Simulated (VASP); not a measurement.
# Ru (P6_3/mmc) in VASP: notebook

The runs below take Ru through single point, with PBEsol, B3LYP, PBEsol+D3(BJ), revPBE+D3(BJ).

Program: VASP 6.6.1. These are calculated values, not measurements. Logs are shortened: lines on timing, memory, paths and dates and some standing lists are left out, and cuts for length are marked.

## 1. The cell of the first run

The structure is hexagonal, space group P6_3/mmc (No. 194). The conventional cell has a = 2.706 Å, b = 2.706 Å, c = 4.368 Å, α = 90.00°, β = 90.00°, γ = 120.00°. Within 3.5 Å of Ru (site symmetry -6m2) lie 12 Ru at 2.69 to 2.71 Å.

## 2. Single point, PBEsol

INCAR

```
ALGO = Normal
EDIFF = 1E-6
ENCUT = 500
GGA = PS
GGA_COMPAT = False
ISIF = 2
ISMEAR = -1
LASPH = True
LCHARG = False
LREAL = False
LWAVE = False
NBANDS = 21
NELM = 120
PREC = Accurate
SIGMA = 0.05
```

KPOINTS

```
k-points
0
Gamma
  11 11 6
```

POSCAR

```
Ru
1.0
    2.7058000000      0.0000000000      0.0000000000
   -1.3529000000      2.3432915376      0.0000000000
    0.0000000000      0.0000000000      4.3675380000
Ru
2
Direct
    0.6666666667      0.3333333333      0.7500000000
    0.3333333333      0.6666666667      0.2500000000
```

Potentials or basis: VASP PAW PBE potentials, release 64 (Ru_pv).

Command:

```
cat potpaw_PBE.64/Ru_pv/POTCAR > POTCAR
mpirun -np 1 vasp_std > vasp.out
```

OUTCAR:

```text
EDIFF = 1E-6
   ENCUT = 500
   GGA = PS
   ISIF = 2
   ISMEAR = -1
   LASPH = True
   LREAL = False
   NELM = 120
   PREC = Accurate

 ion  position               nearest neighbor table
   1  0.667  0.333  0.750-   2 2.69   2 2.69   2 2.69   2 2.69   2 2.69   2 2.69
   2  0.333  0.667  0.250-   1 2.69   1 2.69   1 2.69   1 2.69   1 2.69   1 2.69

  LATTYP: Found a hexagonal cell.
 ALAT       =     2.7058000000
 C/A-ratio  =     1.6141392564

  Lattice vectors:

 A1 = (   2.7058000000,   0.0000000000,   0.0000000000)
 A2 = (  -1.3529000000,   2.3432915376,   0.0000000000)
 A3 = (   0.0000000000,   0.0000000000,   4.3675380000)

Analysis of symmetry for initial positions (statically):
=====================================================================
 Subroutine PRICEL returns:
 Original cell was already a primitive cell.

 Routine SETGRP: Setting up the symmetry group for a
 hexagonal supercell.

 Subroutine GETGRP returns: Found 24 space group operations
 (whereof 12 operations were pure point group operations)
 out of a pool of 24 trial point group operations.

The static configuration has the point symmetry D_3d.
 The point group associated with its full space group is D_6h.

Analysis of symmetry for dynamics (positions and initial velocities):
=====================================================================
 Subroutine PRICEL returns:
 Original cell was already a primitive cell.

 Routine SETGRP: Setting up the symmetry group for a
 hexagonal supercell.

 Subroutine GETGRP returns: Found 24 space group operations
 (whereof 12 operations were pure point group operations)
 out of a pool of 24 trial point group operations.

The dynamic configuration has the point symmetry D_3d.
 The point group associated with its full space group is D_6h.

 Subroutine INISYM returns: Found 24 space group operations
 (whereof 12 operations are pure point group operations),
 and found     1 'primitive' translations

----------------------------------------------------------------------------------------

                                     Primitive cell

  volume of cell :      27.6923

  direct lattice vectors                    reciprocal lattice vectors
     2.705800000  0.000000000  0.000000000     0.369576465  0.213375072  0.000000000
    -1.352900000  2.343291538  0.000000000     0.000000000  0.426750144  0.000000000
     0.000000000  0.000000000  4.367538000     0.000000000  0.000000000  0.228961946

  length of vectors
     2.705800000  2.705800000  4.367538000     0.426750144  0.426750144  0.228961946

  position of ions in fractional coordinates (direct lattice)
     0.666666667  0.333333333  0.750000000
     0.333333333  0.666666667  0.250000000

  ion indices of the primitive-cell ions
   primitive index   ion index
                 1           1
                 2           2

----------------------------------------------------------------------------------------

 KPOINTS: k-points

Automatic generation of k-mesh.
 Grid dimensions read from file:
 generate k-points for:   11   11    6

 Generating k-lattice:

  Cartesian coordinates                     Fractional coordinates (reciprocal lattice)
     0.033597860  0.019397734  0.000000000     0.090909091  0.000000000  0.000000000
     0.000000000  0.038795468  0.000000000     0.000000000  0.090909091  0.000000000
     0.000000000  0.000000000  0.038160324     0.000000000  0.000000000  0.166666667

  Length of vectors
     0.038795468  0.038795468  0.038160324

  Shift w.r.t. Gamma in fractional coordinates (k-lattice)
     0.000000000  0.000000000  0.000000000

 Subroutine IBZKPT returns following result:
 ===========================================

 Found     64 irreducible k-points:

 Following reciprocal coordinates:
            Coordinates               Weight
  0.000000  0.000000  0.000000      1.000000
  0.090909 -0.000000  0.000000      6.000000
  0.181818  0.000000  0.000000      6.000000
  0.272727 -0.000000  0.000000      6.000000
  0.363636 -0.000000  0.000000      6.000000
  0.454545  0.000000  0.000000      6.000000
[... 16 lines left out ...]
  0.090909  0.090909  0.166667     12.000000
  0.181818  0.090909  0.166667     24.000000
 [... further k-points ...]
   k-points           NKPTS =     64   k-points in BZ     NKDIM =     64   number of bands    NBANDS=     21
   number of dos      NEDOS =    301   number of ions     NIONS =      2
   total plane-waves  NPLWV =  12800
   dimension x,y,z NGX =    20 NGY =   20 NGZ =   32
   dimension x,y,z NGXF=    40 NGYF=   40 NGZF=   64
   ions per type =               2
   NGX,Y,Z   is equivalent  to a cutoff of  12.29, 12.29, 12.18 a.u.
   NGXF,Y,Z  is equivalent  to a cutoff of  24.58, 24.58, 24.36 a.u.
 SYSTEM =  unknown system
   PREC   = accura    normal or accurate (medium, high low for compatibility)
   ISTART =      0    job   : 0-new  1-cont  2-samecut
   ICHARG =      2    charge: 1-file 2-atom 10-const
   ISPIN  =      1    spin polarized calculation?
   LNONCOLLINEAR =      F non collinear calculations
   LSORBIT =      F    spin-orbit coupling
   LASPH  =      T    aspherical Exc in radial PAW
   ENCUT  =  500.0 eV  36.75 Ry    6.06 a.u.   4.93  4.93  7.96*2*pi/ulx,y,z
   NELM   =    120;   NELMIN=  2; NELMDL= -5     # of ELM steps
   EDIFF  = 0.1E-05   stopping-criterion for ELM
   LREAL  =      F    real-space projection
   EDIFFG = 0.1E-04   stopping-criterion for IOM
   NSW    =      0    number of steps for IOM
   IBRION =     -1    ionic relax: 0-MD 1-quasi-New 2-CG
   NFREE  =      0    steps in history (QN), initial steepest desc. (CG)
   ISIF   =      2    stress and relaxation
   ISYM   =      2    0-nonsym 1-usesym 2-fastsym
   POTIM  = 0.5000    time-step for ionic-motion
   TEBEG  =    0.0;   TEEND  =   0.0 temperature during run
   PSTRESS=    0.0 pullay stress
   NELECT =      28.0000    total number of electrons
   NUPDOWN=      -1.0000    fix difference up-down
   EMIN   =  10.00;   EMAX   =-10.00  energy-range for DOS
   EFERMI =   0.00;   METHOD = LEGACY
   ISMEAR =    -1;   SIGMA  =   0.05  broadening in eV -4-tet -1-fermi 0-gaus
   EFERMI_NEDOS =   21; number of points for ismear=-14 and -15
   IALGO  =     38    algorithm
   IMIX   =      4    mixing-type and parameters
     AMIX     =   0.40;   BMIX     =  1.00
     AMIX_MAG =   1.60;   BMIX_MAG =  1.00
  volume/ion in A,a.u.               =      13.85        93.44
  Fermi-wavevector in a.u.,A,eV,Ry     =   1.643140  3.105085 36.734499  2.699910
  Thomas-Fermi vector in A             =   2.733325
   LORBIT       =      0    0 simple, 1 ext, 2 COOP (PROOUT), +10 PAW based schemes
   GGA     = PS    functional components
   LHFCALC =     F    Hartree Fock is set to
   AEXX    =    0.0000 exact exchange contribution
   IVDW    =     0    specifies the selected vdW correction
   LEPSILON=     F    determine dielectric tensor
   LRPA    =     F    only Hartree local field effects (RPA)
 non-spin polarized calculation
  energy-cutoff  :      500.00
  volume of cell :       27.69
 maximum number of plane-waves:       716
 NGX is ok and might be reduce to    20
   NGX =  9   NGY =  9   NGZ = 15

 number of electron      28.0000014 magnetization

 Free energy of the ion-electron system (eV)
  ---------------------------------------------------
  ext. energy  EPLUGINS =         0.00000000
  ---------------------------------------------------
  free energy    TOTEN  =       -20.28570892 eV

  energy without entropy =      -20.26947369  energy(sigma->0) =      -20.27759131

 E-fermi :  12.2686     XC(G=0): -14.1603

 val. band max:       12.2653446399   @ k =   0.3636  -0.0000   0.3333
 cond. band min:      12.2825837944   @ k =   0.3636  -0.0000   0.3333
 fundamental gap:      0.0172391545
 Fermi energy:        12.2686426417

 k-point     1 :       0.0000    0.0000    0.0000
  band No.  band energies     occupation
      1     -31.1594      2.00000
      2     -30.2782      2.00000
      3     -30.2782      2.00000
      4     -30.1335      2.00000
      5     -30.1335      2.00000
      6     -30.1275      2.00000
[... 13 lines left out ...]
     20      22.6463      0.00000
     21      22.6662      0.00000

 k-point     2 :       0.0909   -0.0000    0.0000
  band No.  band energies     occupation
      1     -31.1332      2.00000
      2     -30.3378      2.00000
      3     -30.2975      2.00000
      4     -30.1952      2.00000
      5     -30.1425      2.00000
      6     -30.1384      2.00000
[... 13 lines left out ...]
     20      22.6463      0.00000
     21      22.6645      0.00000

 k-point     3 :       0.1818    0.0000    0.0000
  band No.  band energies     occupation
      1     -31.0588      2.00000
      2     -30.4977      2.00000
      3     -30.3571      2.00000
      4     -30.3474      2.00000
      5     -30.1714      2.00000
      6     -30.1679      2.00000
[... 13 lines left out ...]
     20      22.6461      0.00000
     21      22.6601      0.00000

 k-point     4 :       0.2727   -0.0000    0.0000
  band No.  band energies     occupation
      1     -30.9490      2.00000
      2     -30.7069      2.00000
      3     -30.5612      2.00000
      4     -30.4102      2.00000
      5     -30.2267      2.00000
      6     -30.2034      2.00000
[... 13 lines left out ...]
     20      22.6459      0.00000
     21      22.6550      0.00000

 k-point     5 :       0.3636   -0.0000    0.0000
  band No.  band energies     occupation
      1     -30.8982      2.00000
      2     -30.8258      2.00000
      3     -30.7419      2.00000
      4     -30.4659      2.00000
      5     -30.2996      2.00000
      6     -30.2372      2.00000
[... 13 lines left out ...]
     20      22.6249      0.00000
     21      22.6460      0.00000
[... 382 lines left out ...]
     20      22.6454      0.00000
     21      23.2965      0.00000

 k-point    22 :       0.4545    0.0000    0.1667
  band No.  band energies     occupation
      1     -31.0541      2.00000
      2     -30.8980      2.00000
      3     -30.6478      2.00000
      4     -30.4825      2.00000
      5     -30.3503      2.00000
      6     -30.2741      2.00000
[... 13 lines left out ...]
     20      22.6426      0.00000
     21      22.7380      0.00000

 k-point    23 :       0.0909    0.0909    0.1667
  band No.  band energies     occupation
      1     -31.0312      2.00000
      2     -30.4184      2.00000
      3     -30.3788      2.00000
      4     -30.3040      2.00000
      5     -30.1815      2.00000
      6     -30.1802      2.00000
[... 13 lines left out ...]
     20      22.6461      0.00000
     21      23.3813      0.00000

 k-point    24 :       0.1818    0.0909    0.1667
  band No.  band energies     occupation
      1     -30.9651      2.00000
      2     -30.5805      2.00000
      3     -30.5378      2.00000
      4     -30.3737      2.00000
      5     -30.2292      2.00000
      6     -30.2117      2.00000
[... 13 lines left out ...]
     20      22.6459      0.00000
     21      23.5465      0.00000

 [... further k-points ...]
[... 5 lines left out ...]
  --------------------------------------------------------------------------------------
  -------------------------------------------------------------------------------------
  Total       -1.6069596     -1.6069596     -3.1790133     -0.0000000      0.0000000     -0.0000000
  in kB      -92.9729993    -92.9729993   -183.9264609     -0.0000000      0.0000000     -0.0000000
  external PRESSURE =    -123.2908198 kB  Pullay stress =       0.0000000 kB

 VOLUME and BASIS-vectors are now :
 -----------------------------------------------------------------------------
  energy-cutoff  :      500.00
  volume of cell :       27.69
      direct lattice vectors                 reciprocal lattice vectors
     2.705800000  0.000000000  0.000000000     0.369576465  0.213375072  0.000000000
    -1.352900000  2.343291538  0.000000000     0.000000000  0.426750144  0.000000000
     0.000000000  0.000000000  4.367538000     0.000000000  0.000000000  0.228961946

 POSITION                                       TOTAL-FORCE (eV/Angst)
 -----------------------------------------------------------------------------------
      1.35290      0.78110      3.27565        -0.000000      0.000000      0.000000
     -0.00000      1.56219      1.09188         0.000000      0.000000      0.000000
 -----------------------------------------------------------------------------------
    total drift:                                0.000000     -0.000000      0.000000

  FREE ENERGIE OF THE ION-ELECTRON SYSTEM (eV)
  ---------------------------------------------------
  free  energy   TOTEN  =       -20.2857089222 eV

  energy  without entropy=      -20.2694736935  energy(sigma->0) =      -20.27759131
```

It took 17 s on 1 thread of Intel Xeon 6975P-C, shared host; peak memory 0.15 GiB.

Results:

| Quantity | Value |
| --- | --- |
| Free energy | -20.2857 eV |
| Pressure | -12.3 GPa |
| Band gap on the k mesh | zero (band 14 reaches 13.86 eV, above the bottom of band 15 at 10.96 eV) |

Stress tensor (GPa, compression positive):
```
 -9.30   0.00   0.00
  0.00  -9.30   0.00
  0.00   0.00 -18.39
```

Caveat: the PAW data sets were made with another functional, which shifts forces and pressure a little.

## 3. Single point, PBEsol

This run uses another cell than the first one, of 14.12 Å³/atom, 1.020 times its volume.

INCAR

```
SYSTEM = Ru
PREC = Accurate
ENCUT = 500
EDIFF = 1E-6
ISMEAR = -1
SIGMA = 0.05
LREAL = .False.
LASPH = .True.
NELM = 120
ALGO = Normal
ISIF = 2
LWAVE = .False.
LCHARG = .False.
GGA = PS
NBANDS = 21
GGA_COMPAT = .False.
```

KPOINTS

```
Automatic mesh
0
Gamma
  11 11 6
  0 0 0
```

Edit POSCAR of step 2 so:

```diff
@@ -4,3 +4,3 @@
    -1.3529000000      2.3432915376      0.0000000000
-    0.0000000000      0.0000000000      4.3675380000
+    0.0000000000      0.0000000000      4.4531760000
 Ru
```

Potentials or basis: VASP PAW PBE potentials, release 64 (Ru_pv).

Command:

```
cat potpaw_PBE.64/Ru_pv/POTCAR > POTCAR
mpirun -np 1 vasp_std > vasp.out
```

It took 18 s on 1 thread of Intel Xeon 6975P-C, shared host; peak memory 0.16 GiB.

The run converged. Its results:

* Free energy: -20.2056 eV
* Pressure: -17.5 GPa
* Band gap on the k mesh: zero (band 14 reaches 13.52 eV, above the bottom of band 15 at 10.78 eV)

Stress tensor (GPa, compression positive):
```
-11.82   0.00   0.00
  0.00 -11.82   0.00
  0.00   0.00 -28.74
```

Levels at points of the mesh, in eV from the Fermi level:
```csv
k point,band 12,band 13,band 14,band 15,band 16,band 17
"(0.00, 0.00, 0.00)",-1.79,-1.79,-0.96,-0.96,0.84,1.20
"(0.00, 0.00, 0.50)",-2.42,-2.42,-2.42,0.57,0.57,0.57
```

Caveat: the PAW data sets were made with another functional, which shifts forces and pressure a little.

(Continued in part 2 of 2.)
